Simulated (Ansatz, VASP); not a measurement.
## GaP in VASP and in Ansatz

The input POSCAR:

```
GaP
1.0
    0.0000000000      2.7526532803      2.7026489945
    2.7526532803      0.0000000000      2.7026489945
    2.7526532803      2.7526532803      0.0000000000
Ga P
1 1
Direct
    0.0000000000      0.0000000000      0.0000000000
    0.2500000000      0.2500000000      0.2500000000
```

INCAR.step1

```
PREC = Accurate
ENCUT = 520
EDIFF = 1E-5
ISMEAR = 0
SIGMA = 0.01
LREAL = F
LASPH = T
NELM = 80
ALGO = Normal
ISIF = 2
LWAVE = T
LCHARG = F
NBANDS = 16
GGA = PE
```

The input INCAR.step2:

```
PREC = Accurate
ENCUT = 520
EDIFF = 1E-6
ISMEAR = 0
SIGMA = 0.01
LREAL = F
LASPH = T
NELM = 80
ALGO = Normal
ISIF = 2
LWAVE = F
LCHARG = F
GGA = PE
LHFCALC = T
HFSCREEN = 0.2079
PRECFOCK = Normal
NBANDS = 16
ISTART = 1
```

Contents of KPOINTS:

```
regular mesh
0
Gamma
  6 6 6
```

Input for Ansatz:

```yaml
crystal:
  lattice:
    - [0.0, 2.7526532803, 2.7026489945]
    - [2.7526532803, 0.0, 2.7026489945]
    - [2.7526532803, 2.7526532803, 0.0]
  atoms:
    - { symbol: Ga, position: [0.0, 0.0, 0.0] }
    - { symbol: P, position: [0.25, 0.25, 0.25] }
kpoints:
  mp_grid: { grid: [6, 6, 6] }
  band_path:
    path:
      - [0.0, 0.0, 0.0]
      - [-0.5, -0.5, 0.0]
      - [-0.375, -0.375, 0.25]
      - [-0.375, 0.0, 0.375]
      - [0.0, 0.0, 0.5]
      - [-0.5, -0.25, 0.25]
      - [0.421875, 0.421875, 0.0]
    npoints: 1
hamiltonian:
  xc: hse06
scf:
  occupations: { method: fixed }
  n_extra_bands: 4
output:
  forces: true
  stress: true
  eigenvalues: true
  write_density: true
  write_potential: true
  elf: true
  volumetric_format: npy
```

Change from the starting cell: epitaxial_xy strain +1.0%.

Alike in both runs: task single point; functional HSE06; k mesh 6 × 6 × 6; no spin polarisation.

|  | VASP | Ansatz |
| --- | --- | --- |
| version | VASP 6.6.1 | Ansatz 0.2.0 |
| potentials or method | VASP PAW PBE potentials, release 64 (Ga_d, P) | plane waves, PAW |
| plane-wave cutoff (eV) | 520 | 420 |
| occupations | gaussian, width 0.01 eV | fixed |
| valence electrons in the cell | 18 | 18 |

Ansatz gave:

- gap on the k mesh at the Fermi level (eV): 2.16
- pressure (GPa): -0.3
- traceless stress, the component that is largest in VASP (GPa): 0.96

**Question.** Estimate VASP's values.

**Answer.** gap on the k mesh at the Fermi level (eV): 2.16; pressure (GPa): -0.5; traceless stress, the component that is largest in VASP (GPa): 0.97.

Ansatz's warnings: stress exchange threshold loose, stress scf threshold loose.
